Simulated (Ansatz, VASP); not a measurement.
**SnO in VASP and in Ansatz**

```
Sn O
1.0
     3.86878    0.00000    0.00000
     0.00000    3.86878    0.00000
     0.00000    0.00000    5.04787
Sn O
2 2
Direct
  0.00000 0.50000 0.22942
  0.50000 0.00000 0.77058
  0.00000 0.00000 0.00000
  0.50000 0.50000 0.00000
```

Alike in both runs: functional PBE; k mesh 4 × 4 × 4; occupations gaussian, width 0.1 eV; no spin polarisation.

Ansatz relaxed the structure, and its values are those at the end. VASP's run is a single point on that final structure, the one shown.

|  | VASP | Ansatz |
| --- | --- | --- |
| version | VASP 6.6.1 | Ansatz 0.2.0 |
| potentials or method | VASP PAW PBE potentials, release 64 (Sn_d, O_h), cutoff 1340 eV | scalar-relativistic, plane waves, PAW |
| valence electrons in the cell | 40 | 40 |

Ansatz gave:

| Property | Result |
| --- | --- |
| gap on the k mesh at the Fermi level (eV) | 0.48 |
| least direct gap on the mesh (eV) | 1.95 |
| pressure (GPa) | 0.1 |
| rms of the force components (eV/Å) | 0.000 |

Question: Estimate VASP's values.

Answer: gap on the k mesh at the Fermi level (eV): 0.49; least direct gap on the mesh (eV): 1.92; pressure (GPa): 0.2; rms of the force components (eV/Å): 0.028.

The functional is the same, so the differences come from potentials, cutoffs and numerics.
